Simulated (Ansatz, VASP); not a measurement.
NiO: VASP beside Ansatz

Contents of POSCAR:

```
NiO
1.0
    0.0000000000      2.0979100000      2.0979100000
    2.0979100000      0.0000000000      2.0979100000
    2.0979100000      2.0979100000      0.0000000000
Ni O
1 1
Direct
    0.0000000000      0.0000000000      0.0000000000
    0.5000000000      0.5000000000      0.5000000000
```

INCAR.step1

```
PREC = Accurate ; ENCUT = 520
ISMEAR = -1 ; SIGMA = 0.1
LREAL = F ; LASPH = T
NELM = 150 ; ISPIN = 2
MAGMOM = 2 0 ; LMAXMIX = 4
LDAU = T ; LDAUTYPE = 2
LDAUL = 2 -1 ; LDAUU = 3.1 0
LDAUJ = 0 0 ; NBANDS = 19
GGA = PE ; ALGO = Normal
EDIFF = 1E-4 ; LWAVE = T
LCHARG = F
```

The input INCAR.step2:

```
PREC = Accurate ; ENCUT = 520
EDIFF = 1E-7 ; ISMEAR = -1
SIGMA = 0.1 ; LREAL = F
LASPH = T ; NELM = 150
ALGO = Normal ; ISIF = 2
LWAVE = F ; LCHARG = F
ISPIN = 2 ; MAGMOM = 2 0
LORBIT = 11 ; LMAXMIX = 4
LDAU = T ; LDAUTYPE = 2
LDAUL = 2 -1 ; LDAUU = 3.1 0
LDAUJ = 0 0 ; LDAUPRINT = 1
METAGGA = R2SCAN ; LMIXTAU = T
NBANDS = 19 ; ISTART = 1
```

KPOINTS

```
regular mesh
0
Gamma
  9 9 9
```

Input for Ansatz:

```yaml
crystal:
  lattice:
    - [0.0, 2.09791, 2.09791]
    - [2.09791, 0.0, 2.09791]
    - [2.09791, 2.09791, 0.0]
  atoms:
    - { symbol: Ni, position: [0.0, 0.0, 0.0], spin: 2.0 }
    - { symbol: O, position: [0.5, 0.5, 0.5] }
magnetization:
  spin_polarized: true
hamiltonian:
  xc: r2scan
  pseudopotentials: { kind: paw }
  hubbard: { sites: [{ species: Ni, l: d, u_eff: 3.1 }] }
basis:
  ecutwfc: 500
kpoints:
  mp_grid: { grid: [9, 9, 9] }
scf:
  occupations: { method: fermi_dirac, width: 0.1 }
  lower_state_search: "off"
output:
  forces: true
  stress: true
  write_density: true
  write_potential: true
  elf: true
  volumetric_format: npy
```

Alike in both runs: task single point; functional r2SCAN; k mesh 9 × 9 × 9; occupations fermi-dirac, width 0.1 eV; collinear spin; Hubbard terms Ni d U = 3.1 eV.

```csv
,VASP,Ansatz
version,VASP 6.6.1,Ansatz 0.2.0
potentials or method,"VASP PAW PBE potentials, release 64 (Ni, O), cutoff 520 eV","PAW, plane waves, scalar-relativistic"
valence electrons in the cell,16,24
```

```csv
,VASP,Ansatz,Ansatz less VASP
pressure (GPa),-2.6,1.5,+4.07
net moment per atom (μB),1.00,1.00,0.000
size of the moment on the site where the two differ most (μB),1.79,1.73,-0.063
```

VASP's potentials were made for PBE, not for r2SCAN. Site moments also hang on the region over which each program counts them. The programs project onto different local orbitals, so the same U acts differently, and such runs can settle in different states. VASP's potentials hold 16 valence electrons a cell and Ansatz's 24, so a difference there can come from the potentials and not from the codes. Ansatz's warnings: stability check not made.
